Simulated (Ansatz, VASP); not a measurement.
# One calculation of Al2O3, two programs

```
Al O
1.0
     2.84106    0.00000    0.00000
    -1.42053    2.46043    0.00000
     0.00000    0.00000    9.47681
Al O
2 3
Direct
  0.00000 0.00000 0.14999
  0.00000 0.00000 0.85001
  0.33333 0.66667 0.22232
  0.66667 0.33333 0.00000
  0.33333 0.66667 0.77768
```

Change from the starting cell: strain -0.015 along x and y, +0.015 along z, atoms carried along.

Alike in both runs: task single point; functional LDA; k mesh 12 × 12 × 4; occupations gaussian, width 0.05 eV; no spin polarisation.

|  | VASP | Ansatz |
| --- | --- | --- |
| version | VASP 6.6.1 | Ansatz 0.2.0 |
| potentials or method | VASP PAW LDA potentials, release 64 (Al, O), cutoff 520 eV | scalar-relativistic, plane waves, PAW |
| valence electrons in the cell | 24 | 24 |

|  | VASP | Ansatz | Ansatz less VASP |
| --- | --- | --- | --- |
| gap on the k mesh at the Fermi level (eV) | 5.15 | 5.17 | +0.019 |
| least direct gap on the mesh (eV) | 5.42 | 5.42 | +0.009 |
| pressure (GPa) | -2.8 | -3.5 | -0.68 |
| traceless stress, the component that is largest in VASP (GPa) | -4.30 | -3.75 | +0.550 |
| rms of the force components (eV/Å) | 0.215 | 0.220 | +0.0052 |

LDA's correlation is that of Perdew and Zunger in VASP and of Perdew and Wang (1992) in Ansatz. Atom by atom the forces differ by 0.014 eV/Å (rms over components).
